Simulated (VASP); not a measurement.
# SnGe2 (P-3m1) in VASP: a series of runs

The runs below take SnGe2 through relaxation of cell and atoms, single point, with PBE.

All numbers are computed with VASP 6.6.1; they aren't measurements. Logs are shortened: lines on timing, memory, paths and dates and some standing lists are left out, and cuts for length are marked.

**1. The cell of the first run**

It takes space group P-3m1 (No. 164, trigonal). The conventional cell has a = 3.155 Å, b = 3.155 Å, c = 7.729 Å, α = 90.00°, β = 90.00°, γ = 120.00°. Within 4.2 Å of Sn (site symmetry -3m) lie 6 Ge at 3.16 Å and 6 Sn at 3.16 Å. Ge (site symmetry 3m) has 3 Sn at 3.16 Å and 9 Ge at 3.16 Å within 4.2 Å.

**2. Relaxation of cell and atoms, PBE**

The input, INCAR:

```
  ALGO = Normal
  EDIFF = 1E-6
  EDIFFG = -0.04
  ENCUT = 600
  GGA = PE
  IBRION = 2
  ISIF = 3
  ISMEAR = 0
  LASPH = T
  LCHARG = F
  LREAL = F
  LWAVE = F
  NELM = 100
  NSW = 90
  PREC = Accurate
  SIGMA = 0.1
```

The input, KPOINTS:

```
k-points
0
Gamma
  6 6 2
```

The input, POSCAR:

```
SnGe2
1.0
    3.1553210600      0.0000000000      0.0000000000
   -1.5776605300      2.7325881900      0.0000000000
    0.0000000000      0.0000000000      7.7289265700
Sn Ge
1 2
Direct
    0.0000000000      0.0000000000      0.5000000000
    0.6666666700      0.3333333300      0.8333333300
    0.3333333300      0.6666666700      0.1666666700
```

Potentials or basis: VASP PAW PBE potentials, release 64 (Sn_d, Ge_d).

Started as:

```sh
> cat potpaw_PBE.64/Sn_d/POTCAR potpaw_PBE.64/Ge_d/POTCAR > POTCAR
> mpirun -np 1 vasp_std > vasp.out
```

OUTCAR:

```text
EDIFF = 1E-6
   EDIFFG = -0.04
   ENCUT = 600
   GGA = PE
   IBRION = 2
   ISIF = 3
   ISMEAR = 0
   LASPH = T
   LREAL = F
   NELM = 100
   NSW = 90
   PREC = Accurate

 ion  position               nearest neighbor table
   1  0.000  0.000  0.500-   2 3.16   3 3.16   3 3.16   2 3.16   2 3.16   3 3.16
   2  0.667  0.333  0.833-   1 3.16   1 3.16   1 3.16
   3  0.333  0.667  0.167-   1 3.16   1 3.16   1 3.16

  LATTYP: Found a hexagonal cell.
 ALAT       =     3.1553210600
 C/A-ratio  =     2.4494897423

  Lattice vectors:

 A1 = (   3.1553210600,   0.0000000000,   0.0000000000)
 A2 = (  -1.5776605300,   2.7325881900,   0.0000000000)
 A3 = (   0.0000000000,   0.0000000000,   7.7289265700)

Analysis of symmetry for initial positions (statically):
=====================================================================
 Subroutine PRICEL returns:
 Original cell was already a primitive cell.

 Routine SETGRP: Setting up the symmetry group for a
 hexagonal supercell.

 Subroutine GETGRP returns: Found 12 space group operations
 (whereof 12 operations were pure point group operations)
 out of a pool of 24 trial point group operations.

The static configuration has the point symmetry D_3d.

Analysis of symmetry for dynamics (positions and initial velocities):
=====================================================================
 Subroutine PRICEL returns:
 Original cell was already a primitive cell.

 Routine SETGRP: Setting up the symmetry group for a
 hexagonal supercell.

 Subroutine GETGRP returns: Found 12 space group operations
 (whereof 12 operations were pure point group operations)
 out of a pool of 24 trial point group operations.

The dynamic configuration has the point symmetry D_3d.

 Subroutine INISYM returns: Found 12 space group operations
 (whereof 12 operations are pure point group operations),
 and found     1 'primitive' translations

----------------------------------------------------------------------------------------

                                     Primitive cell

  volume of cell :      66.6403

  direct lattice vectors                    reciprocal lattice vectors
     3.155321060  0.000000000  0.000000000     0.316924960  0.182976711  0.000000000
    -1.577660530  2.732588190  0.000000000     0.000000000  0.365953422  0.000000000
     0.000000000  0.000000000  7.728926570     0.000000000  0.000000000  0.129384073

  length of vectors
     3.155321060  3.155321056  7.728926570     0.365953422  0.365953422  0.129384073

  position of ions in fractional coordinates (direct lattice)
     0.000000000  0.000000000  0.500000000
     0.666666670  0.333333330  0.833333330
     0.333333330  0.666666670  0.166666670

  ion indices of the primitive-cell ions
   primitive index   ion index
                 1           1
                 2           2
                 3           3

----------------------------------------------------------------------------------------

 KPOINTS: k-points

Automatic generation of k-mesh.
 Grid dimensions read from file:
 generate k-points for:    6    6    2

 Generating k-lattice:

  Cartesian coordinates                     Fractional coordinates (reciprocal lattice)
     0.052820827  0.030496119  0.000000000     0.166666667  0.000000000  0.000000000
     0.000000000  0.060992237  0.000000000     0.000000000  0.166666667  0.000000000
     0.000000000  0.000000000  0.064692037     0.000000000  0.000000000  0.500000000

  Length of vectors
     0.060992237  0.060992237  0.064692037

  Shift w.r.t. Gamma in fractional coordinates (k-lattice)
     0.000000000  0.000000000  0.000000000

 Subroutine IBZKPT returns following result:
 ===========================================

 Found     14 irreducible k-points:

 Following reciprocal coordinates:
            Coordinates               Weight
  0.000000  0.000000  0.000000      1.000000
  0.166667 -0.000000  0.000000      6.000000
  0.333333 -0.000000  0.000000      6.000000
  0.500000 -0.000000  0.000000      3.000000
  0.166667  0.166667  0.000000      6.000000
  0.333333  0.166667  0.000000     12.000000
  0.333333  0.333333  0.000000      2.000000
  0.000000  0.000000  0.500000      1.000000
  0.166667 -0.000000  0.500000      6.000000
  0.333333 -0.000000  0.500000      6.000000
  0.500000 -0.000000  0.500000      3.000000
  0.166667  0.166667  0.500000      6.000000
  0.333333  0.166667  0.500000     12.000000
  0.333333  0.333333  0.500000      2.000000
   k-points           NKPTS =     14   k-points in BZ     NKDIM =     14   number of bands    NBANDS=     25
   number of dos      NEDOS =    301   number of ions     NIONS =      3
   total plane-waves  NPLWV =  50176
   dimension x,y,z NGX =    28 NGY =   28 NGZ =   64
   dimension x,y,z NGXF=    56 NGYF=   56 NGZF=  128
   ions per type =               1   2
   NGX,Y,Z   is equivalent  to a cutoff of  14.75, 14.75, 13.77 a.u.
   NGXF,Y,Z  is equivalent  to a cutoff of  29.50, 29.50, 27.53 a.u.
 SYSTEM =  unknown system
   PREC   = accura    normal or accurate (medium, high low for compatibility)
   ISTART =      0    job   : 0-new  1-cont  2-samecut
   ICHARG =      2    charge: 1-file 2-atom 10-const
   ISPIN  =      1    spin polarized calculation?
   LNONCOLLINEAR =      F non collinear calculations
   LSORBIT =      F    spin-orbit coupling
   LASPH  =      T    aspherical Exc in radial PAW
   ENCUT  =  600.0 eV  44.10 Ry    6.64 a.u.   6.30  6.30 15.44*2*pi/ulx,y,z
   NELM   =    100;   NELMIN=  2; NELMDL= -5     # of ELM steps
   EDIFF  = 0.1E-05   stopping-criterion for ELM
   LREAL  =      F    real-space projection
   EDIFFG = -.4E-01   stopping-criterion for IOM
   NSW    =     90    number of steps for IOM
   IBRION =      2    ionic relax: 0-MD 1-quasi-New 2-CG
   NFREE  =      1    steps in history (QN), initial steepest desc. (CG)
   ISIF   =      3    stress and relaxation
   ISYM   =      2    0-nonsym 1-usesym 2-fastsym
   POTIM  = 0.5000    time-step for ionic-motion
   TEBEG  =    0.0;   TEEND  =   0.0 temperature during run
   PSTRESS=    0.0 pullay stress
   NELECT =      42.0000    total number of electrons
   NUPDOWN=      -1.0000    fix difference up-down
   EMIN   =  10.00;   EMAX   =-10.00  energy-range for DOS
   EFERMI =   0.00;   METHOD = LEGACY
   ISMEAR =     0;   SIGMA  =   0.10  broadening in eV -4-tet -1-fermi 0-gaus
   EFERMI_NEDOS =   21; number of points for ismear=-14 and -15
   IALGO  =     38    algorithm
   IMIX   =      4    mixing-type and parameters
     AMIX     =   0.40;   BMIX     =  1.00
     AMIX_MAG =   1.60;   BMIX_MAG =  1.00
  volume/ion in A,a.u.               =      22.21       149.90
  Fermi-wavevector in a.u.,A,eV,Ry     =   1.403607  2.652433 26.805021  1.970113
  Thomas-Fermi vector in A             =   2.526252
   LORBIT       =      0    0 simple, 1 ext, 2 COOP (PROOUT), +10 PAW based schemes
   GGA     = PE    functional components
   LHFCALC =     F    Hartree Fock is set to
   AEXX    =    0.0000 exact exchange contribution
   IVDW    =     0    specifies the selected vdW correction
   LEPSILON=     F    determine dielectric tensor
   LRPA    =     F    only Hartree local field effects (RPA)
 conjugate gradient relaxation of ions
 non-spin polarized calculation
 Gauss-broadening in eV      SIGMA  =   0.10
  energy-cutoff  :      600.00
  volume of cell :       66.64
 maximum number of plane-waves:      2252
 NGX is ok and might be reduce to    28
   NGX = 13   NGY = 13   NGZ = 31

--------------------------------------- Ionic step        1  -------------------------------------------

 number of electron      41.9999997 magnetization

 Free energy of the ion-electron system (eV)
  ---------------------------------------------------
  ext. energy  EPLUGINS =         0.00000000
  ---------------------------------------------------
  free energy    TOTEN  =       -11.84873707 eV

  energy without entropy =      -11.84056698  energy(sigma->0) =      -11.84465202

------------------------ aborting loop because EDIFF is reached ----------------------------------------

  FORCE on cell =-STRESS in cart. coord.  units (eV):
  Direction    XX          YY          ZZ          XY          YZ          ZX
  --------------------------------------------------------------------------------------
  -------------------------------------------------------------------------------------
  Total        1.1206381      1.1206381      0.4321161      0.0000000     -0.0000000      0.0000000
  in kB       26.9425716     26.9425715     10.3890086      0.0000000     -0.0000000      0.0000000
  external PRESSURE =      21.4247172 kB  Pullay stress =       0.0000000 kB
[... 92 lines left out ...]
  FREE ENERGIE OF THE ION-ELECTRON SYSTEM (eV)
  ---------------------------------------------------
  free  energy   TOTEN  =       -11.9141154018 eV

  energy  without entropy=      -11.9104570941  energy(sigma->0) =      -11.91228625

[... ionic steps 4 to 14 ...]

--------------------------------------- Ionic step       15  -------------------------------------------

 number of electron      41.9999998 magnetization

------------------------ aborting loop because EDIFF is reached ----------------------------------------

  FORCE on cell =-STRESS in cart. coord.  units (eV):
  Direction    XX          YY          ZZ          XY          YZ          ZX
  --------------------------------------------------------------------------------------
  -------------------------------------------------------------------------------------
  Total        0.0231463      0.0231463      0.1434825     -0.0000000      0.0000000      0.0000000
  in kB        0.5473873      0.5473873      3.3932165     -0.0000000      0.0000000      0.0000000
  external PRESSURE =       1.4959970 kB  Pullay stress =       0.0000000 kB
[... 59 lines left out ...]
  energy  without entropy=      -12.1600790480  energy(sigma->0) =      -12.16156422

--------------------------------------- Ionic step       17  -------------------------------------------

 number of electron      42.0000000 magnetization

 Free energy of the ion-electron system (eV)
  ---------------------------------------------------
  ext. energy  EPLUGINS =         0.00000000
  ---------------------------------------------------
  free energy    TOTEN  =       -12.16362665 eV

  energy without entropy =      -12.16059872  energy(sigma->0) =      -12.16211268

 E-fermi :   6.9122     XC(G=0): -10.6566

 val. band max:        6.8442663486   @ k =   0.1667   0.1667   0.5000
 cond. band min:       7.1046656858   @ k =   0.5000  -0.0000   0.0000
 fundamental gap:      0.2603993373
 Fermi energy:         6.9121810551

 k-point     1 :       0.0000    0.0000    0.0000
  band No.  band energies     occupation
      1     -17.9816      2.00000
      2     -17.9816      2.00000
      3     -17.9454      2.00000
      4     -17.9392      2.00000
      5     -17.9392      2.00000
      6     -17.8864      2.00000
[... 411 lines left out ...]
  FREE ENERGIE OF THE ION-ELECTRON SYSTEM (eV)
  ---------------------------------------------------
  free  energy   TOTEN  =       -12.1636266451 eV

  energy  without entropy=      -12.1605987247  energy(sigma->0) =      -12.16211268

 reached required accuracy - stopping structural energy minimisation
```

It took 3.7 min on 1 thread of AMD EPYC 9R45 (Zen 5), shared host; peak memory 0.2 GiB.

What came out:

| Quantity | Value |
| --- | --- |
| Free energy | -12.1636 eV |
| Relaxed volume | 22.69 Å³/atom |
| Relaxed cell | a = 3.405 Å, b = 3.405 Å, c = 6.779 Å, α = 90.00°, β = 90.00°, γ = 120.00° |
| Space group after relaxing (to 0.05 Å) | P-3m1 (No. 164) |
| Energy gained by relaxing | 105.0 meV/atom |
| Ionic steps | 17 |
| Pressure after relaxing | 0.0 GPa |
| Largest force after relaxing | 0.006 eV/Å |
| Band gap on the k mesh | zero (band 21 reaches 10.07 eV, above the bottom of band 22 at 5.12 eV) |

Forces on the atoms (eV/Å):
```
Sn   0.000  0.000  0.000
Ge   0.000  0.000 -0.006
Ge   0.000  0.000  0.006
```

Stress tensor (GPa, compression positive):
```
-0.11  0.00  0.00
 0.00 -0.11  0.00
 0.00  0.00  0.17
```

Step by step:
| step | energy change (eV) | largest force (eV/Å) | pressure (GPa) | volume (Å³) |
| --- | --- | --- | --- | --- |
| 1 | 0.0000 | 0.6204 | 2.14 | 66.64 |
| 2 | -0.0558 | 0.5989 | -0.59 | 69.54 |
| 3 | -0.0654 | 0.5899 | -2.08 | 71.38 |
| 4 | -0.1109 | 0.5996 | -2.17 | 71.28 |
| 5 | -0.2234 | 0.3438 | -1.67 | 70.93 |
| 6 | -0.1615 | 0.8273 | 1.04 | 70.03 |
| 7 | -0.2498 | 0.0436 | -1.06 | 70.59 |
| 8 | -0.2576 | 0.0362 | 0.18 | 68.70 |
| 9 | -0.2576 | 0.0353 | 0.21 | 68.66 |
| 10 | -0.2615 | 0.0016 | 0.33 | 68.58 |
| 11 | -0.2723 | 0.0479 | 0.17 | 68.32 |
| 12 | -0.3118 | 0.0441 | 0.37 | 67.64 |
| 13 | -0.3068 | 0.0534 | 0.09 | 67.97 |
| 14 | -0.3145 | 0.0511 | 0.27 | 67.77 |
| 15 | -0.3144 | 0.0500 | 0.15 | 67.75 |
| 16 | -0.3143 | 0.0358 | -0.48 | 68.36 |
| 17 | -0.3149 | 0.0057 | -0.02 | 68.07 |

Final structure:
```cif
data_structure
_symmetry_space_group_name_H-M 'P 1'
_symmetry_Int_Tables_number 1
_cell_length_a 3.4050
_cell_length_b 3.4050
_cell_length_c 6.7790
_cell_angle_alpha 90.000
_cell_angle_beta 90.000
_cell_angle_gamma 120.000
_cell_volume 68.07
loop_
_atom_site_label
_atom_site_type_symbol
_atom_site_fract_x
_atom_site_fract_y
_atom_site_fract_z
_atom_site_occupancy
Sn1 Sn 0.00000 0.00000 0.50000 1
Ge1 Ge 0.66667 0.33333 0.85890 1
Ge2 Ge 0.33333 0.66667 0.14110 1
```

Caveat: the k points lie up to 0.46 Å⁻¹ apart in the final cell; spin-orbit coupling is left out, which moves the levels of the heavy elements.

**3. Single point, PBE**

This run uses another cell than the first one, of 22.82 Å³/atom, 1.027 times its volume.

The input, INCAR:

```
  PREC = Accurate
  ENCUT = 520
  EDIFF = 1E-6
  ISMEAR = 0
  SIGMA = 0.1
  LREAL = F
  LASPH = T
  NELM = 100
  ALGO = Normal
  ISIF = 2
  LWAVE = F
  LCHARG = F
  GGA = PE
  NBANDS = 28
```

The input, KPOINTS:

```
Automatic mesh
0
Gamma
  18 18 6
```

The input, POSCAR:

```
SnGe2
1.0
    3.2379886458      0.0000000000      0.0000000000
   -1.6189943229      2.8041804244      0.0000000000
    0.0000000000      0.0000000000      7.5391171369
Sn Ge
1 2
Direct
    0.0000000000      0.0000000000      0.5000000000
    0.6666666667      0.3333333333      0.8612524148
    0.3333333333      0.6666666667      0.1387475852
```

Potentials or basis: VASP PAW PBE potentials, release 64 (Sn_d, Ge_d).

Started as:

```sh
> cat potpaw_PBE.64/Sn_d/POTCAR potpaw_PBE.64/Ge_d/POTCAR > POTCAR
> mpirun -np 1 vasp_std > vasp.out
```

OUTCAR:

```text
PREC = Accurate
   ENCUT = 520
   EDIFF = 1E-6
   ISMEAR = 0
   LREAL = F
   LASPH = T
   NELM = 100
   ISIF = 2
   GGA = PE

 ion  position               nearest neighbor table
   1  0.000  0.000  0.500-   2 3.30   3 3.30   3 3.30   2 3.30   2 3.30   3 3.30
   2  0.667  0.333  0.861-   3 2.81   3 2.81   3 2.81   1 3.30   1 3.30   1 3.30
   3  0.333  0.667  0.139-   2 2.81   2 2.81   2 2.81   1 3.30   1 3.30   1 3.30

  LATTYP: Found a hexagonal cell.
 ALAT       =     3.2379886458
 C/A-ratio  =     2.3283334074

  Lattice vectors:

 A1 = (   3.2379886458,   0.0000000000,   0.0000000000)
 A2 = (  -1.6189943229,   2.8041804244,   0.0000000000)
 A3 = (   0.0000000000,   0.0000000000,   7.5391171369)

Analysis of symmetry for initial positions (statically):
=====================================================================
 Subroutine PRICEL returns:
 Original cell was already a primitive cell.

 Routine SETGRP: Setting up the symmetry group for a
 hexagonal supercell.

[... 164 lines left out ...]
  free energy    TOTEN  =       -12.09306425 eV

  energy without entropy =      -12.08623577  energy(sigma->0) =      -12.08965001

 E-fermi :   6.7578     XC(G=0): -10.6364

 val. band max:        6.7465790353   @ k =   0.3333   0.2222   0.0000
 cond. band min:       6.7637907199   @ k =   0.3333   0.1111   0.1667
 fundamental gap:      0.0172116847
 Fermi energy:         6.7577796605

 k-point     1 :       0.0000    0.0000    0.0000
  band No.  band energies     occupation
      1     -17.9556      2.00000
      2     -17.9556      2.00000
      3     -17.9405      2.00000
      4     -17.9405      2.00000
      5     -17.9266      2.00000
      6     -17.8941      2.00000
[... 733 lines left out ...]
     27      11.8443      0.00000
     28      13.6538      0.00000

 [... further k-points ...]

------------------------ aborting loop because EDIFF is reached ----------------------------------------

  FORCE on cell =-STRESS in cart. coord.  units (eV):
  Direction    XX          YY          ZZ          XY          YZ          ZX
  --------------------------------------------------------------------------------------
  -------------------------------------------------------------------------------------
  Total       -0.0165924     -0.0165924     -0.0175484      0.0000000      0.0000000      0.0000000
  in kB       -0.3883462     -0.3883462     -0.4107195      0.0000000      0.0000000      0.0000000
  external PRESSURE =      -0.3958040 kB  Pullay stress =       0.0000000 kB

 VOLUME and BASIS-vectors are now :
 -----------------------------------------------------------------------------
  energy-cutoff  :      520.00
  volume of cell :       68.45
      direct lattice vectors                 reciprocal lattice vectors
     3.237988646  0.000000000  0.000000000     0.308833696  0.178305217  0.000000000
    -1.618994323  2.804180424  0.000000000     0.000000000  0.356610435  0.000000000
     0.000000000  0.000000000  7.539117137     0.000000000  0.000000000  0.132641526

 POSITION                                       TOTAL-FORCE (eV/Angst)
 -----------------------------------------------------------------------------------
      0.00000      0.00000      3.76956         0.000000      0.000000      0.000000
      1.61899      0.93473      6.49308         0.000000     -0.000000     -0.007630
     -0.00000      1.86945      1.04603        -0.000000      0.000000      0.007630
 -----------------------------------------------------------------------------------
    total drift:                               -0.000000      0.000000      0.000000

  FREE ENERGIE OF THE ION-ELECTRON SYSTEM (eV)
  ---------------------------------------------------
  free  energy   TOTEN  =       -12.0930642528 eV

  energy  without entropy=      -12.0862357742  energy(sigma->0) =      -12.08965001
```

Wall time 2.7 min (1 thread of AMD EPYC 9R45 (Zen 5), shared host); peak memory 0.41 GiB.

Results:

* Free energy: -12.0931 eV
* Pressure: 0.0 GPa
* Largest force: 0.008 eV/Å
* Band gap on the k mesh: zero (band 21 reaches 11.50 eV, above the bottom of band 22 at 4.85 eV)

Forces in eV/Å, atoms in the order of the input:
```
Sn   0.000  0.000  0.000
Ge   0.000  0.000 -0.008
Ge   0.000  0.000  0.008
```

Caveat: spin-orbit coupling is left out, which moves the levels of the heavy elements.
